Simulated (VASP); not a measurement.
The system is SiF.

```
Si F
1.0
     0.00000    2.38919    2.38919
     2.38919    0.00000    2.38919
     2.38919    2.38919    0.00000
Si F
1 1
Direct
  0.50000 0.50000 0.50000
  0.00000 0.00000 0.00000
```

The cell was built from a structure type or drawn by symmetry, and may not be a known phase.

```yaml
Program: VASP 6.6.1
Task: relaxation of cell and atoms
Functional: PBE
Potentials_or_basis: VASP PAW PBE potentials, release 64 (Si, F)
Cutoff: 600 eV
k_mesh: 7 × 7 × 7
Occupations: gaussian, width 0.2 eV
Spin: no spin polarisation
```

At the start: pressure 14.5 GPa; volume 13.64 Å³/atom.

Where does the relaxation end?

Over 3 steps the energy falls by 90.8 meV/atom and the volume is 15.93 Å³/atom (+16.8 %); space group Fm-3m (No. 225, to 0.1 Å) before and after.

The path:
```
step  energy change (eV)  largest force (eV/Å)  pressure (GPa)  volume (Å³)
   1              0.0000                0.0000           14.48        27.28
   2             -0.1797                0.0000           -1.09        32.44
   3             -0.1816                0.0000            0.07        31.86
```

Final structure:
```xyz
2
Lattice="0.0000 2.5162 2.5162 2.5162 0.0000 2.5162 2.5162 2.5162 0.0000" Properties=species:S:1:pos:R:3 pbc="T T T"
Si    2.5162    2.5162    2.5162
F     0.0000    0.0000    0.0000
```

Caveat: the volume moved by over 15 % at a fixed basis, so the end points are rough; an odd number of electrons without spin polarisation forces a metal; a magnetic or distorted state may lie lower.
